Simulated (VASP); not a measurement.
Set up this calculation in VASP 6.6.1, as the native input.

```
Task                   : single point
Functional             : r2SCAN
Potentials or basis    : VASP PAW PBE potentials, release 64 (Cd)
Cutoff                 : 550 eV
k mesh                 : 14 × 14 × 14
Occupations            : fermi-dirac, width 0.1 eV
Spin                   : no spin polarisation
Dipole correction      : no
Further INCAR settings : ALGO = Normal; EDIFF = 1e-06; NBANDS = 12
```

The system is Cd.

```
Cd
1.0
     0.00000    2.18582    2.18582
     2.18582    0.00000    2.18582
     2.18582    2.18582    0.00000
Cd
1
Direct
  0.00000 0.00000 0.00000
```

This isn't the form of Cd at room conditions, which is hcp.

The input as run:

POSCAR

```
Cd
1.0
    0.0000000000      2.1858185060      2.1858185060
    2.1858185060      0.0000000000      2.1858185060
    2.1858185060      2.1858185060      0.0000000000
Cd
1
Direct
    0.0000000000      0.0000000000      0.0000000000
```

INCAR.step1

```
SYSTEM = Cd
ALGO     = Normal         ! electronic algorithm
EDIFF    = 1E-5           ! SCF threshold, eV
ENCUT    = 550            ! plane-wave cutoff, eV
GGA      = PE             ! functional
GGA_COMPAT= .False.      
ISMEAR   = -1             ! smearing method
LASPH    = .True.         ! aspherical terms in the spheres
LCHARG   = .False.        ! write CHGCAR
LREAL    = .False.        ! projectors in reciprocal space
LWAVE    = .True.         ! write WAVECAR
NBANDS   = 12             ! bands
NELM     = 120            ! most SCF steps
PREC     = Accurate       ! precision mode
SIGMA    = 0.1            ! smearing width, eV
```

INCAR.step2

```
SYSTEM = Cd
ALGO     = Normal         ! electronic algorithm
EDIFF    = 1E-6           ! SCF threshold, eV
ENCUT    = 550            ! plane-wave cutoff, eV
GGA_COMPAT= .False.      
ISIF     = 2              ! what is computed and relaxed
ISMEAR   = -1             ! smearing method
ISTART   = 1            
LASPH    = .True.         ! aspherical terms in the spheres
LCHARG   = .True.         ! write CHGCAR
LELF     = .True.         ! ELF
LMIXTAU  = .True.       
LREAL    = .False.        ! projectors in reciprocal space
LVHAR    = .True.       
LWAVE    = .False.        ! write WAVECAR
METAGGA  = R2SCAN         ! meta-GGA
NBANDS   = 12             ! bands
NELM     = 120            ! most SCF steps
PREC     = Accurate       ! precision mode
SIGMA    = 0.1            ! smearing width, eV
```

KPOINTS

```
k-points
0
Gamma
  14 14 14
  0 0 0
```

Potentials or basis: VASP PAW PBE potentials, release 64 (Cd).

The run is started by

```sh
$ cat potpaw_PBE.64/Cd/POTCAR > POTCAR
$ cp INCAR.step1 INCAR
$ mpirun -np 1 vasp_std > vasp.out
$ cp INCAR.step2 INCAR
$ mpirun -np 1 vasp_std > vasp.out
```

It gave:

* Pressure: 2.7 GPa
* Band gap on the k mesh: zero (bands 6 and 7 overlap by 2.66 eV)

Caveat: the PAW data sets were made with another functional, which shifts forces and pressure a little.

Wall time 63 s on 1 thread of Intel Xeon 8259CL (shared host), peak memory 0.16 GiB.
